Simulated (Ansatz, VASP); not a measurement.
**TiW2C3: VASP beside Ansatz**

```
CELL_PARAMETERS angstrom
3.05425 0.00000 0.00000
-1.52713 2.64506 0.00000
0.00000 0.00000 7.68751
ATOMIC_POSITIONS crystal
Ti 0.00000 0.00000 0.50000
W 0.66667 0.33333 0.82722
W 0.33333 0.66667 0.17278
C 0.33333 0.66667 0.66404
C 0.66667 0.33333 0.33596
C 0.00000 0.00000 0.00000
```

Alike in both runs: functional PBE; k mesh 6 × 6 × 2; occupations gaussian, width 0.1 eV; no spin polarisation.

Ansatz relaxed the structure, and its values are those at the end. VASP's run is a single point on that final structure, the one shown.

|  | VASP | Ansatz |
| --- | --- | --- |
| version | VASP 6.6.1 | Ansatz 0.2.0 |
| potentials or method | VASP PAW PBE potentials, release 64 (Ti_sv, W_sv, C), cutoff 520 eV | scalar-relativistic, plane waves, PAW |
| valence electrons in the cell | 52 | 52 |

VASP gave:

| Property | Result |
| --- | --- |
| gap on the k mesh at the Fermi level (eV) | none |
| pressure (GPa) | 0.7 |
| rms of the force components (eV/Å) | 0.005 |

Problem. Estimate Ansatz's values.

Solution. gap on the k mesh at the Fermi level (eV): none; pressure (GPa): 0.0; rms of the force components (eV/Å): 0.003.

A gap of «none» marks a metal or a gap that the smearing closes. With one functional, cell and mesh, what is left measures potentials, basis and numerics.

The k mesh is coarse, so the values compare programs but aren't converged. Neither program's run includes spin-orbit coupling.
